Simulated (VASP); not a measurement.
Runs of VASP 6.6.1 on YN. The structure is that of space group Fm-3m (No. 225), or close to it. The cells are those of the table. 

```tsv
level	cell	k mesh	cutoff (eV)	gap on the mesh (eV)	pressure (GPa)
PBE	a = 3.504 Å, angles 60.0°, 2 atoms	8 × 8 × 8	600	(c)	(b)
r2SCAN	a = 3.462 Å, angles 60.0°, 2 atoms	10 × 10 × 10	660	0.60	0.0
PBE	a = 3.462 Å, angles 60.0°, 2 atoms	10 × 10 × 10	600	0.20	0.7
r2SCAN	a = 3.391 Å, angles 60.0°, 2 atoms	8 × 8 × 8	660	0.48	11.9
r2SCAN	a = 3.427 Å, angles 60.0°, 2 atoms	8 × 8 × 8	660	0.54	5.4
PBE	a = 3.398 Å, angles 60.0°, 2 atoms	8 × 8 × 8	600	0.09	10.9
PBE	a = 3.434 Å, angles 60.0°, 2 atoms	8 × 8 × 8	600	0.15	(a)
PBE	a = 3.469 Å, angles 60.0°, 2 atoms	8 × 8 × 8	600	0.20	-0.2
```

Alike in all rows: task single point; potentials or basis VASP PAW PBE potentials, release 64 (Y_sv, N); no spin polarisation; smearing gaussian 0.01 eV.

Question: Estimate the missing entries.

Answer: (a) 4.9; (b) -4.6; (c) 0.25.

Caveats: semilocal functionals underestimate gaps, and a narrow one can read as zero; the cell stands under pressure (at least some runs); the PAW data sets were made with another functional, which shifts forces and pressure a little (at least some runs); the cell stands under tension (at least some runs).

A k mesh can miss the band edges, and the runs leave out spin-orbit coupling on Y.
